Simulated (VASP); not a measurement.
# Sn (P-1) in VASP: notebook

Runs on Sn. Level: PBEsol. Tasks: single point.

All numbers are computed with VASP 6.6.1; they aren't measurements. Logs are shortened: lines on timing, memory, paths and dates and some standing lists are left out, and cuts for length are marked.

**1. The cell of the first run**

The typed cell holds 1 atom: a = 3.266 Å, b = 3.279 Å, c = 3.275 Å, α = 110.49°, β = 109.06°, γ = 109.84°.

**2. Single point, PBEsol, non-collinear spin, zero start, spin-orbit coupling (26.66 Å³/atom)**

Input file INCAR:

```
  PREC = Accurate
  ENCUT = 520
  EDIFF = 1E-6
  ISMEAR = 1
  SIGMA = 0.1
  LREAL = False
  LASPH = True
  NELM = 150
  ALGO = Normal
  ISIF = 2
  LWAVE = False
  LCHARG = True
  MAGMOM = 0 0 0
  LORBIT = 11
  LSORBIT = True
  GGA_COMPAT = False
  LORBMOM = True
  GGA = PS
  LVHAR = True
  NBANDS = 25
```

Input file KPOINTS:

```
regular mesh
0
Gamma
  7 7 7
```

Input file POSCAR:

```
Sn
1.0
   -1.8878051727      1.8937281514      1.8750652558
    1.8697988408     -1.9230003602      1.8863311327
    1.8660839422      1.9012791297     -1.9043374646
Sn
1
Direct
    0.0492100000      0.0603890000      0.0318140000
```

Potentials or basis: VASP PAW PBE potentials, release 64 (Sn_d).

Started as:

```
cat potpaw_PBE.64/Sn_d/POTCAR > POTCAR
mpirun -np 1 vasp_ncl > vasp.out
```

OUTCAR:

```text
PREC = Accurate
   ENCUT = 520
   EDIFF = 1E-6
   ISMEAR = 1
   LREAL = False
   LASPH = True
   NELM = 150
   ISIF = 2
   LORBIT = 11
   LSORBIT = True
   GGA = PS

 ion  position               nearest neighbor table
   1  0.049  0.060  0.032-

  LATTYP: Found a triclinic cell.
 ALAT       =     9.2764600546
 B/A-ratio  =     0.3530113655
 C/A-ratio  =     0.5715530709
 COS(alpha) =     0.0012466802
 COS(beta)  =     0.2840732920
 COS(gamma) =     0.9447587600

  Lattice vectors:

 A1 = (   3.7501742163,   3.8318304682,  -7.5700713177)
 A2 = (   1.8660839422,   1.9012791297,  -1.9043374646)
 A3 = (   0.0397275624,  -3.7657350723,  -3.7321241797)

Analysis of symmetry for initial positions (statically):
=====================================================================
 Subroutine PRICEL returns:
 Original cell was already a primitive cell.

 Routine SETGRP: Setting up the symmetry group for a
 triclinic supercell.

 Subroutine GETGRP returns: Found  2 space group operations
 (whereof  1 operations were pure point group operations)
 out of a pool of  2 trial point group operations.

The static configuration has the point symmetry C_1 .
 The point group associated with its full space group is S_2 .

Analysis of symmetry for dynamics (positions and initial velocities):
=====================================================================
 Subroutine PRICEL returns:
 Original cell was already a primitive cell.

 Routine SETGRP: Setting up the symmetry group for a
 triclinic supercell.

 Subroutine GETGRP returns: Found  2 space group operations
 (whereof  1 operations were pure point group operations)
 out of a pool of  2 trial point group operations.

The dynamic configuration has the point symmetry C_1 .
 The point group associated with its full space group is S_2 .

Analysis of structural, dynamic, and magnetic symmetry:
=====================================================================
 Subroutine PRICEL returns:
 Original cell was already a primitive cell.

 Routine SETGRP: Setting up the symmetry group for a
 triclinic supercell.

 Subroutine GETGRP returns: Found  2 space group operations
 (whereof  1 operations were pure point group operations)
 out of a pool of  2 trial point group operations.

The overall configuration has the point symmetry C_1 .
 The point group associated with its full space group is S_2 .

 Subroutine INISYM returns: Found  2 space group operations
 (whereof  1 operations are pure point group operations),
 and found     1 'primitive' translations

[... 146 lines left out ...]
 cond. band min:       8.4491503658   @ k =  -0.2857   0.2857   0.0000
 fundamental gap:      0.0300634993
 Fermi energy:         8.4355857564

 k-point     1 :       0.0000    0.0000    0.0000
  band No.  band energies     occupation
      1     -13.8375      1.00000
      2     -13.8374      1.00000
      3     -13.8360      1.00000
      4     -13.8360      1.00000
      5     -12.8637      1.00000
      6     -12.8637      1.00000
[... 661 lines left out ...]
     24      20.9475      0.00000
     25      25.1412      0.00000

 [... further k-points ...]
[... 5 lines left out ...]
  --------------------------------------------------------------------------------------
  -------------------------------------------------------------------------------------
  Total       -0.0768415     -0.1753363     -0.0981178     -0.0097751     -0.0625392      0.0277043
  in kB       -4.6177694    -10.5367862     -5.8963618     -0.5874331     -3.7582734      1.6648846
  external PRESSURE =      -7.0169724 kB  Pullay stress =       0.0000000 kB

 VOLUME and BASIS-vectors are now :
 -----------------------------------------------------------------------------
  energy-cutoff  :      520.00
  volume of cell :       26.66
      direct lattice vectors                 reciprocal lattice vectors
    -1.887805173  1.893728151  1.875065256     0.002835603  0.265587043  0.267939157
     1.869798841 -1.923000360  1.886331133     0.268983020  0.003600369  0.267174391
     1.866083942  1.901279130 -1.904337465     0.269231686  0.265070942  0.003351704

 POSITION                                       TOTAL-FORCE (eV/Angst)
 -----------------------------------------------------------------------------------
      0.07938      0.03755      0.14560        -0.000000      0.000000      0.000000
 -----------------------------------------------------------------------------------
    total drift:                               -0.000016      0.000001     -0.000004

  FREE ENERGIE OF THE ION-ELECTRON SYSTEM (eV)
  ---------------------------------------------------
  free  energy   TOTEN  =        -4.3051097224 eV

  energy  without entropy=       -4.3048436386  energy(sigma->0) =       -4.30502103

 orbital moment (x)

 # of ion     p       d       tot
 ----------------------------------------
  1        -0.000  -0.000  -0.000
 ----------------------------------------
           -0.000  -0.000  -0.000

 orbital moment (y)

 # of ion     p       d       tot
 ----------------------------------------
  1        -0.000   0.000  -0.000
 ----------------------------------------
           -0.000   0.000  -0.000

 orbital moment (z)

 # of ion     p       d       tot
 ----------------------------------------
  1        -0.000  -0.000  -0.000
 ----------------------------------------
           -0.000  -0.000  -0.000

 Spin-Orbit-Coupling matrix elements

 Ion:    1  E_soc:     -0.1056616
 l=   1
     0.0000000    -0.0113972    -0.0114147
    -0.0113972     0.0000000    -0.0114375
    -0.0114147    -0.0114375     0.0000000
 l=   2
     0.0000000    -0.0012305     0.0000000    -0.0012287    -0.0049646
    -0.0012305     0.0000000    -0.0037221    -0.0012293    -0.0012408
     0.0000000    -0.0037221     0.0000000    -0.0037238     0.0000000
    -0.0012287    -0.0012293    -0.0037238     0.0000000    -0.0012415
    -0.0049646    -0.0012408     0.0000000    -0.0012415     0.0000000
 l=   3
     0.0000000     0.0000000     0.0000000     0.0000000     0.0000000     0.0000000     0.0000000
     0.0000000     0.0000000     0.0000000     0.0000000     0.0000000     0.0000000     0.0000000
     0.0000000     0.0000000     0.0000000     0.0000000     0.0000000     0.0000000     0.0000000
     0.0000000     0.0000000     0.0000000     0.0000000     0.0000000     0.0000000     0.0000000
     0.0000000     0.0000000     0.0000000     0.0000000     0.0000000     0.0000000     0.0000000
     0.0000000     0.0000000     0.0000000     0.0000000     0.0000000     0.0000000     0.0000000
     0.0000000     0.0000000     0.0000000     0.0000000     0.0000000     0.0000000     0.0000000

 total charge

# of ion       s       p       d       tot
------------------------------------------
    1        1.289   0.903   9.975  12.167

 magnetization (x)

# of ion       s       p       d       tot
------------------------------------------
    1        0.000   0.000   0.000   0.000

 magnetization (y)

# of ion       s       p       d       tot
------------------------------------------
    1        0.000   0.000   0.000   0.000

 magnetization (z)

# of ion       s       p       d       tot
------------------------------------------
    1        0.000   0.000   0.000   0.000
```

Wall time 48 s (1 thread of Intel Xeon 6975P-C (Granite Rapids), shared host); peak memory 0.29 GiB.

What came out:

```yaml
Free_energy: -4.3051 eV
Pressure: -0.7 GPa
Net_moment: 0.00 μB per cell
Valence_electrons_inside_the_program's_atomic_spheres: Sn 12.17
```

Stress tensor (GPa, compression positive):
```
-0.46 -0.06  0.17
-0.06 -1.05 -0.38
 0.17 -0.38 -0.59
```

Moments on the atoms (μB; x, y, z):
```
Sn  0.00 0.00 0.00
```

Caveat: the PAW data sets were made with another functional, which shifts forces and pressure a little.

**3. Single point, PBEsol, non-collinear spin, zero start, spin-orbit coupling (27.20 Å³/atom)**

This run uses another cell than the first one, of 27.20 Å³/atom.

Input file INCAR:

```
ALGO = Normal ; EDIFF = 1E-6
ENCUT = 520 ; GGA = PS
GGA_COMPAT = F ; ISIF = 2
ISMEAR = 1 ; LASPH = T
LCHARG = F ; LORBIT = 11
LORBMOM = T ; LREAL = F
LSORBIT = T ; LWAVE = F
MAGMOM = 0 0 0 ; NBANDS = 25
NELM = 150 ; PREC = Accurate
SIGMA = 0.1
```

Input file KPOINTS:

```
k-points
0
Gamma
  7 7 7
```

Input file POSCAR:

```
Sn
1.0
   -1.9005610000      1.9065240000      1.8877350000
    1.8824330000     -1.9359940000      1.8990770000
    1.8786930000      1.9141260000     -1.9172050000
Sn
1
Direct
    0.0492100000      0.0603890000      0.0318140000
```

Potentials or basis: VASP PAW PBE potentials, release 64 (Sn_d).

Started as:

```
cat potpaw_PBE.64/Sn_d/POTCAR > POTCAR
mpirun -np 1 vasp_ncl > vasp.out
```

OUTCAR:

```text
EDIFF = 1E-6
   ENCUT = 520
   GGA = PS
   ISIF = 2
   ISMEAR = 1
   LASPH = T
   LORBIT = 11
   LREAL = F
   LSORBIT = T
   NELM = 150
   PREC = Accurate

 ion  position               nearest neighbor table
   1  0.049  0.060  0.032-

  LATTYP: Found a triclinic cell.
 ALAT       =     9.3391407403
 B/A-ratio  =     0.3530113655
 C/A-ratio  =     0.5715530709
 COS(alpha) =     0.0012466802
 COS(beta)  =     0.2840732920
 COS(gamma) =     0.9447587600

  Lattice vectors:

 A1 = (   3.7755140000,   3.8577220000,  -7.6212220000)
 A2 = (   1.8786930000,   1.9141260000,  -1.9172050000)
 A3 = (   0.0399960000,  -3.7911800000,  -3.7573420000)

[... 923 lines left out ...]

 # of ion     p       d       tot
 ----------------------------------------
  1        -0.000  -0.000  -0.000
 ----------------------------------------
           -0.000  -0.000  -0.000

 Spin-Orbit-Coupling matrix elements

 Ion:    1  E_soc:     -0.1056054
 l=   1
     0.0000000    -0.0113913    -0.0114150
    -0.0113913     0.0000000    -0.0114312
    -0.0114150    -0.0114312     0.0000000
 l=   2
     0.0000000    -0.0012297     0.0000000    -0.0012281    -0.0049598
    -0.0012297     0.0000000    -0.0037186    -0.0012286    -0.0012396
     0.0000000    -0.0037186     0.0000000    -0.0037205     0.0000000
    -0.0012281    -0.0012286    -0.0037205     0.0000000    -0.0012403
    -0.0049598    -0.0012396     0.0000000    -0.0012403     0.0000000
 l=   3
     0.0000000     0.0000000     0.0000000     0.0000000     0.0000000     0.0000000     0.0000000
     0.0000000     0.0000000     0.0000000     0.0000000     0.0000000     0.0000000     0.0000000
     0.0000000     0.0000000     0.0000000     0.0000000     0.0000000     0.0000000     0.0000000
     0.0000000     0.0000000     0.0000000     0.0000000     0.0000000     0.0000000     0.0000000
     0.0000000     0.0000000     0.0000000     0.0000000     0.0000000     0.0000000     0.0000000
     0.0000000     0.0000000     0.0000000     0.0000000     0.0000000     0.0000000     0.0000000
     0.0000000     0.0000000     0.0000000     0.0000000     0.0000000     0.0000000     0.0000000

 total charge

# of ion       s       p       d       tot
------------------------------------------
    1        1.290   0.891   9.971  12.152

 magnetization (x)

# of ion       s       p       d       tot
------------------------------------------
    1        0.000   0.000   0.000   0.000

 magnetization (y)

# of ion       s       p       d       tot
------------------------------------------
    1        0.000  -0.000   0.000   0.000

 magnetization (z)

# of ion       s       p       d       tot
------------------------------------------
    1        0.000   0.000   0.000   0.000
```

OSZICAR:

```text
N       E                     dE             d eps       ncg     rms          rms(c)
DAV:   1     0.114376366299E+03    0.11438E+03   -0.66715E+03  9026   0.178E+03
DAV:   2     0.886754598577E+01   -0.10551E+03   -0.10194E+03  8824   0.415E+02
DAV:   3    -0.390050257348E+01   -0.12768E+02   -0.12661E+02 10163   0.123E+02
DAV:   4    -0.430586727487E+01   -0.40536E+00   -0.40504E+00 10045   0.236E+01
DAV:   5    -0.432044655447E+01   -0.14579E-01   -0.14579E-01 12532   0.422E+00    0.144E+00
DAV:   6    -0.430568619902E+01    0.14760E-01   -0.17944E-02 11593   0.242E+00    0.785E-01
DAV:   7    -0.430158153292E+01    0.41047E-02   -0.63400E-03 11837   0.133E+00    0.481E-01
DAV:   8    -0.430130750810E+01    0.27402E-03   -0.37570E-04 12925   0.206E-01    0.763E-02
DAV:   9    -0.430119009390E+01    0.11741E-03   -0.14845E-04 10492   0.234E-01    0.113E-02
DAV:  10    -0.430119086274E+01   -0.76883E-06   -0.25663E-06  9746   0.246E-02
   1 F= -.43011909E+01 E0= -.43011482E+01  d E =-.127980E-03  mag=     0.0000    -0.0000    -0.0000
```

It took 73 s on 1 thread of Intel Xeon 6975P-C (Granite Rapids), shared host; peak memory 0.32 GiB.

What came out:

* Free energy: -4.3012 eV
* Pressure: -1.7 GPa
* Net moment: 0.00 μB per cell
* Valence electrons inside the program's atomic spheres: Sn 12.15

Moments on the atoms (μB; x, y, z):
```
Sn  0.00 0.00 0.00
```

Caveat: the PAW data sets were made with another functional, which shifts forces and pressure a little.
